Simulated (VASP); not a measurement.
The system is TaTeP.

```
Ta Te P
1.0
     4.50180    0.00000    0.00000
     0.00000    4.50180    0.00000
     0.00000    0.00000    7.14667
Ta Te P
1 1 1
Direct
  0.50000 0.50000 0.50000
  0.50000 0.50000 0.00000
  0.00000 0.00000 0.50000
```

```yaml
Program: VASP 6.6.1
Task: relaxation of cell and atoms
Functional: PBE
Potentials_or_basis: VASP PAW PBE potentials, release 64 (Ta_pv, Te, P)
Cutoff: 600 eV
k_mesh: 4 × 4 × 4
Occupations: gaussian, width 0.1 eV
Spin: no spin polarisation
```

At the start: pressure -13.8 GPa; volume 48.28 Å³/atom.

Problem. Where does the relaxation end?

Solution. Over 8 steps the energy falls by 2341.6 meV/atom and the volume is 23.06 Å³/atom (-52.2 %); space group P4/mmm (No. 123, to 0.05 Å).

Step by step:
```tsv
step	energy change (eV)	largest force (eV/Å)	pressure (GPa)	volume (Å³)
1	0.0000	0.0000	-13.83	144.84
2	-6.9389	0.0000	-5.46	73.75
3	-7.0067	0.0000	-0.14	69.84
4	-7.0011	0.0000	-1.90	71.00
5	-7.0176	0.0000	-1.79	70.40
6	-7.0182	0.0000	-1.75	70.29
7	-7.0206	0.0000	1.45	68.30
8	-7.0247	0.0000	-0.01	69.17
```

Final structure:
```
Ta Te P
1.0
     3.46045    0.00000    0.00000
     0.00000    3.46045    0.00000
     0.00000    0.00000    5.77658
Ta Te P
1 1 1
Direct
  0.50000 0.50000 0.50000
  0.50000 0.50000 0.00000
  0.00000 0.00000 0.50000
```

Caveat: the volume moved by over 15 % at a fixed basis, so the end points are rough.
